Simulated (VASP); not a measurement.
Crystal: CoPdO2.

```
Co Pd O
1.0
     1.42250    0.82128    5.96000
    -1.42250    0.82128    5.96000
     0.00000   -1.64256    5.96000
Co Pd O
1 1 2
Cartesian
  0.0000 0.0000 8.9400
  0.0000 0.0000 0.0000
  0.0000 0.0000 2.0052
  0.0000 0.0000 15.8748
```

Base run:

```yaml
Program: VASP 6.6.1
Functional: r2SCAN
Potentials_or_basis: VASP PAW PBE potentials, release 64 (Co, Pd, O)
Cutoff: 520 eV
k_mesh: 8 × 8 × 8
Occupations: gaussian, width 0.05 eV
Spin: collinear spin, ferrimagnetic start
Starting_moments: "[2.24, 0.24, -0.14, -0.14] μB"
Hubbard_terms: Co d U = 4.0 eV, J = 0.9 eV, Pd d U = 4.0 eV, J = 0.9 eV
```

Its results: pressure 11.9 GPa; net moment 2.29 μB per cell; site moments Co +2.25; Pd +0.32; O -0.12 μB; largest force 1.278 eV/Å.

Question: The run is repeated on the same cell with these changes: further incar settings from ALGO = Normal; EDIFF = 1e-06; NBANDS = 28 to ALGO = Normal; EDIFF = 1e-07; NBANDS = 28; moments at the start from [2.24, 0.24, -0.14, -0.14] to [3.0, -2.0, 0.0, 0.0]. What comes out?

Answer: Pressure 16.7 GPa; net moment 3.30 μB per cell; site moments Co +3.11; Pd -0.40; O +0.27 μB; largest force 1.626 eV/Å.

Caveats: the PAW data sets were made with another functional, which shifts forces and pressure a little; a cell with one magnetic atom can't hold antiferromagnetic order, which such compounds often take.
